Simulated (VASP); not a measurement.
## NaCl: single point with PBE

NaCl:

```xyz
2
Lattice="2.8600 0.0000 0.0000 0.0000 2.8600 0.0000 0.0000 0.0000 2.8600" Properties=species:S:1:pos:R:3 pbc="T T T"
Na    0.0000    0.0000    0.0000
Cl    1.4300    1.4300    1.4300
```

```yaml
Program: VASP 6.6.1
Task: single point
Functional: PBE
Potentials_or_basis: VASP PAW PBE potentials, release 64 (Na_pv, Cl)
Cutoff: 520 eV
k_mesh: 8 × 8 × 8
Occupations: methfessel-paxton, width 0.15 eV
Spin: no spin polarisation
Dipole_correction: no
Further_INCAR_settings: ALGO = Normal; EDIFF = 1e-06; NBANDS = 14
```

The pressure is 65.1 GPa and the band gap on the k mesh is 4.42 eV, direct.

Levels at points of the mesh, in eV from the valence-band top:
```
           k point  band 5  band 6  band 7  band 8  band 9  band 10
(0.00, 0.00, 0.00)   -1.26   -1.26   -1.26    6.68    6.68     7.44
(0.50, 0.00, 0.00)   -6.89   -0.78   -0.78    9.28    9.30    12.76
(0.50, 0.50, 0.00)   -5.34   -5.34    0.00    4.42   10.74    12.81
(0.50, 0.50, 0.50)   -4.78   -4.78   -4.78    6.34    6.34     6.34
```

It took 5.9 s on 1 thread of Intel(R) Xeon(R) Platinum 8259CL CPU @ 2.50GHz (Skylake/Cascade Lake), with other jobs on the host, peak memory 0.13 GiB.

A k mesh can miss the band edges.
